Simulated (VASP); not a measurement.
Here is a VASP 6.6.1 calculation.

File INCAR:

```
SYSTEM = MoS2
PREC = Accurate ; ENCUT = 520
EDIFF = 1E-7 ; ISMEAR = -1
SIGMA = 0.05 ; LREAL = .False.
LASPH = .True. ; NELM = 80
ALGO = Normal ; ISIF = 2
LWAVE = .False. ; LCHARG = .True.
LELF = .True. ; LVHAR = .True.
NBANDS = 20
```

The input KPOINTS:

```
regular mesh
0
Gamma
  15 15 15
  0 0 0
```

The input POSCAR:

```
MoS2
1.0
    1.5762110184      0.9100258558      6.1028504825
   -1.5762110184      0.9100258558      6.1028504825
    0.0000000000     -1.8200517116      6.1028504825
Mo S
1 2
Direct
    0.0000000000      0.0000000000      0.0000000000
    0.7484000000      0.7484000000      0.7484000000
    0.5849000000      0.5849000000      0.5849000000
```

Potentials or basis: VASP PAW LDA potentials, release 64 (Mo_sv, S).

Command:

```bash
$ cat potpaw_LDA.64/Mo_sv/POTCAR potpaw_LDA.64/S/POTCAR > POTCAR
$ mpirun -np 1 vasp_std > vasp.out
```

Q: What does it give for the largest force?

A: 1.026 eV/Å.

Q: Predict the band gap on the k mesh.

A: 0.62 eV (least direct gap 1.65 eV).

Q: Estimate the pressure.

A: 3.2 GPa.

Forces in eV/Å, atoms in the order of the input:
```
Mo   0.000  0.000 -0.003
S    0.000  0.000  1.026
S    0.000  0.000 -1.023
```

Caveat: the stress differs along the axes, from 1 to 8 GPa; forces of over 1 eV/Å act on the atoms, so gaps and moduli don't describe the material at rest. A k mesh can miss the band edges.
